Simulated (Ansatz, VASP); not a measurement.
Two plane-wave programs on As2Pt

Contents of INCAR:

```
PREC     = Accurate       # precision mode
ENCUT    = 500            # plane-wave cutoff, eV
EDIFF    = 1E-6           # SCF threshold, eV
ISMEAR   = 0              # smearing method
SIGMA    = 0.1            # smearing width, eV
LREAL    = F              # projectors in reciprocal space
LASPH    = T              # aspherical terms in the spheres
NELM     = 120            # most SCF steps
ALGO     = Normal         # electronic algorithm
ISIF     = 2              # what is computed and relaxed
LWAVE    = F              # write WAVECAR
LCHARG   = T              # write CHGCAR
GGA      = PE             # functional
LELF     = T              # ELF
LVHAR    = T            
NBANDS   = 52             # bands
GGA_COMPAT= F
```

File KPOINTS:

```
Automatic mesh
0
Gamma
  4 4 4
```

File POSCAR:

```
As2Pt
1.0
    6.0083503700      0.0000000000      0.0000000000
    0.0000000000      6.0083503700      0.0000000000
    0.0000000000      0.0000000000      6.0083503700
As Pt
8 4
Direct
    0.3840897700      0.3840897700      0.3840897700
    0.1159102400      0.6159102300      0.8840897700
    0.8840897700      0.1159102400      0.6159102300
    0.6159102300      0.8840897700      0.1159102400
    0.6159102300      0.6159102300      0.6159102300
    0.8840897700      0.3840897700      0.1159102400
    0.1159102400      0.8840897700      0.3840897700
    0.3840897700      0.1159102400      0.8840897700
    0.0000000000      0.0000000000      0.0000000000
    0.5000000000      0.0000000000      0.5000000000
    0.5000000000      0.5000000000      0.0000000000
    0.0000000000      0.5000000000      0.5000000000
```

Input for Ansatz:

```yaml
crystal:
  lattice:
    - [6.00835, 0.0, 0.0]
    - [0.0, 6.00835, 0.0]
    - [0.0, 0.0, 6.00835]
  atoms:
    - { symbol: As, position: [0.38409, 0.38409, 0.38409] }
    - { symbol: As, position: [0.11591, 0.61591, 0.88409] }
    - { symbol: As, position: [0.88409, 0.11591, 0.61591] }
    - { symbol: As, position: [0.61591, 0.88409, 0.11591] }
    - { symbol: As, position: [0.61591, 0.61591, 0.61591] }
    - { symbol: As, position: [0.88409, 0.38409, 0.11591] }
    - { symbol: As, position: [0.11591, 0.88409, 0.38409] }
    - { symbol: As, position: [0.38409, 0.11591, 0.88409] }
    - { symbol: Pt, position: [0.0, 0.0, 0.0] }
    - { symbol: Pt, position: [0.5, 0.0, 0.5] }
    - { symbol: Pt, position: [0.5, 0.5, 0.0] }
    - { symbol: Pt, position: [0.0, 0.5, 0.5] }
basis:
  ecutwfc: 420
kpoints:
  mp_grid: { grid: [4, 4, 4] }
hamiltonian:
  xc: pbe
scf:
  occupations: { method: gaussian, width: 0.1 }
output:
  forces: true
  stress: true
  eigenvalues: true
```

Alike in both runs: task single point; functional PBE; k mesh 4 × 4 × 4; occupations gaussian, width 0.1 eV; no spin polarisation.

|  | VASP | Ansatz |
| --- | --- | --- |
| version | VASP 6.6.1 | Ansatz 0.2.0 |
| potentials or method | VASP PAW PBE potentials, release 64 (As, Pt), cutoff 500 eV | scalar-relativistic, plane waves, PAW |
| valence electrons in the cell | 80 | 192 |

|  | VASP | Ansatz | Ansatz less VASP |
| --- | --- | --- | --- |
| gap on the k mesh at the Fermi level (eV) | 0.45 | 0.46 | +0.008 |
| least direct gap on the mesh (eV) | 0.91 | 0.92 | +0.009 |
| pressure (GPa) | 3.7 | 3.6 | -0.06 |
| rms of the force components (eV/Å) | 0.092 | 0.073 | -0.0188 |

Atom by atom the forces differ by 0.019 eV/Å (rms over components). The functional is the same, so the differences come from potentials, cutoffs and numerics. VASP's potentials hold 80 valence electrons a cell and Ansatz's 192, so a difference there can come from the potentials and not from the codes.

Spin-orbit coupling is off throughout.
